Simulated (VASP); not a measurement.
# GeW (Fm-3m) in VASP: settings compared

GeW is run at these levels: PBE, LDA, PBEsol, PBE+U; tasks: single point.

Program: VASP 6.6.1. These are calculated values, not measurements. Logs are shortened: lines on timing, memory, paths and dates and some standing lists are left out, and cuts for length are marked.

## 1. The cell of the first run

It takes space group Fm-3m (No. 225, cubic). The conventional cell has a = 5.157 Å, b = 5.157 Å, c = 5.157 Å, α = 90.00°, β = 90.00°, γ = 90.00°. Within 3.4 Å of Ge (site symmetry m-3m) lie 6 W at 2.58 Å. Within 3.4 Å of W (site symmetry m-3m) lie 6 Ge at 2.58 Å.

## 2. Single point, PBE

File INCAR:

```
PREC = Accurate
ENCUT = 520
EDIFF = 1E-6
ISMEAR = -1
SIGMA = 0.05
LREAL = F
LASPH = T
NELM = 100
ALGO = Normal
ISIF = 2
LWAVE = F
LCHARG = F
GGA = PE
NBANDS = 21
```

File KPOINTS:

```
Automatic mesh
0
Gamma
  9 9 9
```

File POSCAR:

```
GeW
1.0
    0.0000000000      2.5785944822      2.5785944822
    2.5785944822      0.0000000000      2.5785944822
    2.5785944822      2.5785944822      0.0000000000
Ge W
1 1
Direct
    0.5000000000      0.5000000000      0.5000000000
    0.0000000000      0.0000000000      0.0000000000
```

Potentials or basis: VASP PAW PBE potentials, release 64 (Ge_d, W_sv).

Started as:

```bash
$ cat potpaw_PBE.64/Ge_d/POTCAR potpaw_PBE.64/W_sv/POTCAR > POTCAR
$ mpirun -np 1 vasp_std > vasp.out
```

OUTCAR:

```text
PREC = Accurate
   ENCUT = 520
   EDIFF = 1E-6
   ISMEAR = -1
   LREAL = F
   LASPH = T
   NELM = 100
   ISIF = 2
   GGA = PE

 ion  position               nearest neighbor table
   1  0.500  0.500  0.500-   2 2.58   2 2.58   2 2.58   2 2.58   2 2.58   2 2.58
   2  0.000  0.000  0.000-   1 2.58   1 2.58   1 2.58   1 2.58   1 2.58   1 2.58

  LATTYP: Found a face centered cubic cell.
 ALAT       =     5.1571889644

  Lattice vectors:

 A1 = (   0.0000000000,   2.5785944822,   2.5785944822)
 A2 = (   2.5785944822,   0.0000000000,   2.5785944822)
 A3 = (   2.5785944822,   2.5785944822,   0.0000000000)

Analysis of symmetry for initial positions (statically):
=====================================================================
 Subroutine PRICEL returns:
 Original cell was already a primitive cell.

 Routine SETGRP: Setting up the symmetry group for a
 face centered cubic supercell.

 Subroutine GETGRP returns: Found 48 space group operations
 (whereof 48 operations were pure point group operations)
 out of a pool of 48 trial point group operations.

The static configuration has the point symmetry O_h .

Analysis of symmetry for dynamics (positions and initial velocities):
=====================================================================
 Subroutine PRICEL returns:
 Original cell was already a primitive cell.

 Routine SETGRP: Setting up the symmetry group for a
 face centered cubic supercell.

 Subroutine GETGRP returns: Found 48 space group operations
 (whereof 48 operations were pure point group operations)
 out of a pool of 48 trial point group operations.

The dynamic configuration has the point symmetry O_h .

 Subroutine INISYM returns: Found 48 space group operations
 (whereof 48 operations are pure point group operations),
 and found     1 'primitive' translations

----------------------------------------------------------------------------------------

                                     Primitive cell

  volume of cell :      34.2909

  direct lattice vectors                    reciprocal lattice vectors
     0.000000000  2.578594482  2.578594482    -0.193904084  0.193904084  0.193904084
     2.578594482  0.000000000  2.578594482     0.193904084 -0.193904084  0.193904084
     2.578594482  2.578594482  0.000000000     0.193904084  0.193904084 -0.193904084

  length of vectors
     3.646683289  3.646683289  3.646683289     0.335851725  0.335851725  0.335851725

  position of ions in fractional coordinates (direct lattice)
     0.500000000  0.500000000  0.500000000
     0.000000000  0.000000000  0.000000000

  ion indices of the primitive-cell ions
   primitive index   ion index
                 1           1
                 2           2

----------------------------------------------------------------------------------------

 KPOINTS: Automatic mesh

Automatic generation of k-mesh.
 Grid dimensions read from file:
 generate k-points for:    9    9    9

 Generating k-lattice:

  Cartesian coordinates                     Fractional coordinates (reciprocal lattice)
    -0.021544898  0.021544898  0.021544898     0.111111111  0.000000000  0.000000000
     0.021544898 -0.021544898  0.021544898     0.000000000  0.111111111  0.000000000
     0.021544898  0.021544898 -0.021544898     0.000000000  0.000000000  0.111111111

  Length of vectors
     0.037316858  0.037316858  0.037316858

  Shift w.r.t. Gamma in fractional coordinates (k-lattice)
     0.000000000  0.000000000  0.000000000

 Subroutine IBZKPT returns following result:
 ===========================================

 Found     35 irreducible k-points:

 Following reciprocal coordinates:
            Coordinates               Weight
  0.000000  0.000000  0.000000      1.000000
  0.111111  0.000000  0.000000      8.000000
  0.222222  0.000000  0.000000      8.000000
  0.333333  0.000000  0.000000      8.000000
  0.444444  0.000000  0.000000      8.000000
  0.111111  0.111111  0.000000      6.000000
[... 16 lines left out ...]
 -0.333333  0.333333  0.000000     12.000000
  0.444444  0.444444  0.000000      6.000000
 [... further k-points ...]
   k-points           NKPTS =     35   k-points in BZ     NKDIM =     35   number of bands    NBANDS=     21
   number of dos      NEDOS =    301   number of ions     NIONS =      2
   total plane-waves  NPLWV =  21952
   dimension x,y,z NGX =    28 NGY =   28 NGZ =   28
   dimension x,y,z NGXF=    56 NGYF=   56 NGZF=   56
   ions per type =               1   1
   NGX,Y,Z   is equivalent  to a cutoff of  12.76, 12.76, 12.76 a.u.
   NGXF,Y,Z  is equivalent  to a cutoff of  25.53, 25.53, 25.53 a.u.
 SYSTEM =  unknown system
   PREC   = accura    normal or accurate (medium, high low for compatibility)
   ISTART =      0    job   : 0-new  1-cont  2-samecut
   ICHARG =      2    charge: 1-file 2-atom 10-const
   ISPIN  =      1    spin polarized calculation?
   LNONCOLLINEAR =      F non collinear calculations
   LSORBIT =      F    spin-orbit coupling
   LASPH  =      T    aspherical Exc in radial PAW
   ENCUT  =  520.0 eV  38.22 Ry    6.18 a.u.   6.78  6.78  6.78*2*pi/ulx,y,z
   NELM   =    100;   NELMIN=  2; NELMDL= -5     # of ELM steps
   EDIFF  = 0.1E-05   stopping-criterion for ELM
   LREAL  =      F    real-space projection
   EDIFFG = 0.1E-04   stopping-criterion for IOM
   NSW    =      0    number of steps for IOM
   IBRION =     -1    ionic relax: 0-MD 1-quasi-New 2-CG
   NFREE  =      0    steps in history (QN), initial steepest desc. (CG)
   ISIF   =      2    stress and relaxation
   ISYM   =      2    0-nonsym 1-usesym 2-fastsym
   POTIM  = 0.5000    time-step for ionic-motion
   TEBEG  =    0.0;   TEEND  =   0.0 temperature during run
   PSTRESS=    0.0 pullay stress
   NELECT =      28.0000    total number of electrons
   NUPDOWN=      -1.0000    fix difference up-down
   EMIN   =  10.00;   EMAX   =-10.00  energy-range for DOS
   EFERMI =   0.00;   METHOD = LEGACY
   ISMEAR =    -1;   SIGMA  =   0.05  broadening in eV -4-tet -1-fermi 0-gaus
   EFERMI_NEDOS =   21; number of points for ismear=-14 and -15
   IALGO  =     38    algorithm
   IMIX   =      4    mixing-type and parameters
     AMIX     =   0.40;   BMIX     =  1.00
     AMIX_MAG =   1.60;   BMIX_MAG =  1.00
  volume/ion in A,a.u.               =      17.15       115.70
  Fermi-wavevector in a.u.,A,eV,Ry     =   1.530152  2.891567 31.856190  2.341364
  Thomas-Fermi vector in A             =   2.637674
   LORBIT       =      0    0 simple, 1 ext, 2 COOP (PROOUT), +10 PAW based schemes
   GGA     = PE    functional components
   LHFCALC =     F    Hartree Fock is set to
   AEXX    =    0.0000 exact exchange contribution
   IVDW    =     0    specifies the selected vdW correction
   LEPSILON=     F    determine dielectric tensor
   LRPA    =     F    only Hartree local field effects (RPA)
 non-spin polarized calculation
  energy-cutoff  :      520.00
  volume of cell :       34.29
 maximum number of plane-waves:       944
   NGX = 13   NGY = 13   NGZ = 13

 number of electron      27.9999992 magnetization

 Free energy of the ion-electron system (eV)
  ---------------------------------------------------
  ext. energy  EPLUGINS =         0.00000000
  ---------------------------------------------------
  free energy    TOTEN  =       -15.71634981 eV

  energy without entropy =      -15.69242444  energy(sigma->0) =      -15.70438712

 E-fermi :   9.0435     XC(G=0): -12.4126

 val. band max:        9.0116050983   @ k =  -0.3333   0.3333   0.1111
 cond. band min:       9.0468738145   @ k =   0.3333   0.1111   0.0000
 fundamental gap:      0.0352687162
 Fermi energy:         9.0434628358

 k-point     1 :       0.0000    0.0000    0.0000
  band No.  band energies     occupation
      1     -65.4559      2.00000
      2     -29.6425      2.00000
      3     -29.6425      2.00000
      4     -29.6425      2.00000
      5     -15.4121      2.00000
      6     -15.4121      2.00000
[... 13 lines left out ...]
     20      17.2594      0.00000
     21      24.1764      0.00000

 k-point     2 :       0.1111    0.0000    0.0000
  band No.  band energies     occupation
      1     -65.4555      2.00000
      2     -29.6544      2.00000
      3     -29.6446      2.00000
      4     -29.6446      2.00000
      5     -15.4078      2.00000
      6     -15.4078      2.00000
[... 13 lines left out ...]
     20      17.7037      0.00000
     21      21.8976      0.00000

 k-point     3 :       0.2222    0.0000    0.0000
  band No.  band energies     occupation
      1     -65.4546      2.00000
      2     -29.6846      2.00000
      3     -29.6501      2.00000
      4     -29.6501      2.00000
      5     -15.3968      2.00000
      6     -15.3968      2.00000
[... 13 lines left out ...]
     20      19.5504      0.00000
     21      20.6521      0.00000

 k-point     4 :       0.3333    0.0000    0.0000
  band No.  band energies     occupation
      1     -65.4535      2.00000
      2     -29.7187      2.00000
      3     -29.6563      2.00000
      4     -29.6563      2.00000
      5     -15.3845      2.00000
      6     -15.3845      2.00000
[... 13 lines left out ...]
     20      18.8185      0.00000
     21      18.8185      0.00000

 k-point     5 :       0.4444    0.0000    0.0000
  band No.  band energies     occupation
      1     -65.4528      2.00000
      2     -29.7407      2.00000
      3     -29.6604      2.00000
      4     -29.6604      2.00000
      5     -15.3765      2.00000
      6     -15.3765      2.00000
[... 13 lines left out ...]
     20      18.1372      0.00000
     21      18.1372      0.00000

 k-point     6 :       0.1111    0.1111    0.0000
  band No.  band energies     occupation
      1     -65.4554      2.00000
      2     -29.6552      2.00000
      3     -29.6469      2.00000
      4     -29.6469      2.00000
      5     -15.4108      2.00000
      6     -15.4031      2.00000
[... 13 lines left out ...]
     20      18.1486      0.00000
     21      21.7496      0.00000

 k-point     7 :       0.2222    0.1111    0.0000
  band No.  band energies     occupation
      1     -65.4546      2.00000
      2     -29.6772      2.00000
      3     -29.6523      2.00000
      4     -29.6514      2.00000
      5     -15.4054      2.00000
      6     -15.3938      2.00000
[... 13 lines left out ...]
     20      19.2114      0.00000
     21      20.0117      0.00000
[... 291 lines left out ...]
      1     -65.4527      2.00000
      2     -29.7136      2.00000
      3     -29.6703      2.00000
      4     -29.6703      2.00000
      5     -15.4034      2.00000
      6     -15.3935      2.00000
[... 13 lines left out ...]
     20      20.2627      0.00000
     21      21.8969      0.00000

 k-point    21 :       0.4444    0.3333    0.0000
  band No.  band energies     occupation
      1     -65.4522      2.00000
      2     -29.7230      2.00000
      3     -29.6790      2.00000
      4     -29.6743      2.00000
      5     -15.3985      2.00000
      6     -15.3982      2.00000
[... 13 lines left out ...]
     20      20.1619      0.00000
     21      22.2704      0.00000

 k-point    22 :      -0.4444    0.3333    0.0000
  band No.  band energies     occupation
      1     -65.4519      2.00000
      2     -29.7216      2.00000
      3     -29.6941      2.00000
      4     -29.6742      2.00000
      5     -15.4000      2.00000
      6     -15.3892      2.00000
[... 13 lines left out ...]
     20      19.8249      0.00000
     21      21.4620      0.00000

 k-point    23 :      -0.3333    0.3333    0.0000
  band No.  band energies     occupation
      1     -65.4520      2.00000
      2     -29.7116      2.00000
      3     -29.7070      2.00000
      4     -29.6701      2.00000
      5     -15.3983      2.00000
      6     -15.3798      2.00000
[... 13 lines left out ...]
     20      20.0154      0.00000
     21      20.4784      0.00000

 k-point    24 :       0.4444    0.4444    0.0000
  band No.  band energies     occupation
      1     -65.4519      2.00000
      2     -29.7300      2.00000
      3     -29.6783      2.00000
      4     -29.6783      2.00000
      5     -15.4054      2.00000
      6     -15.4009      2.00000
[... 13 lines left out ...]
     20      20.8656      0.00000
     21      23.8624      0.00000

 [... further k-points ...]
[... 5 lines left out ...]
  --------------------------------------------------------------------------------------
  -------------------------------------------------------------------------------------
  Total        0.0502492      0.0502492      0.0502492      0.0000000     -0.0000000      0.0000000
  in kB        2.3477983      2.3477983      2.3477983      0.0000000     -0.0000000      0.0000000
  external PRESSURE =       2.3477983 kB  Pullay stress =       0.0000000 kB

 VOLUME and BASIS-vectors are now :
 -----------------------------------------------------------------------------
  energy-cutoff  :      520.00
  volume of cell :       34.29
      direct lattice vectors                 reciprocal lattice vectors
     0.000000000  2.578594482  2.578594482    -0.193904084  0.193904084  0.193904084
     2.578594482  0.000000000  2.578594482     0.193904084 -0.193904084  0.193904084
     2.578594482  2.578594482  0.000000000     0.193904084  0.193904084 -0.193904084

 POSITION                                       TOTAL-FORCE (eV/Angst)
 -----------------------------------------------------------------------------------
      2.57859      2.57859      2.57859        -0.000000      0.000000      0.000000
      0.00000      0.00000      0.00000         0.000000     -0.000000     -0.000000
 -----------------------------------------------------------------------------------
    total drift:                                0.000000      0.000000      0.000000

  FREE ENERGIE OF THE ION-ELECTRON SYSTEM (eV)
  ---------------------------------------------------
  free  energy   TOTEN  =       -15.7163498053 eV

  energy  without entropy=      -15.6924244408  energy(sigma->0) =      -15.70438712
```

Run time: 10 s. Hardware: 1 thread of Intel Xeon 6975P-C (Granite Rapids), shared host; peak memory 0.16 GiB.

What came out:

```yaml
Free_energy: -15.7163 eV
Pressure: 0.2 GPa
Band_gap_on_the_k_mesh: zero (band 14 reaches 9.58 eV, above the bottom of band 15 at 7.88 eV)
```

Caveat: spin-orbit coupling is left out, which moves the levels of the heavy elements.

[end of part 1 of 2]
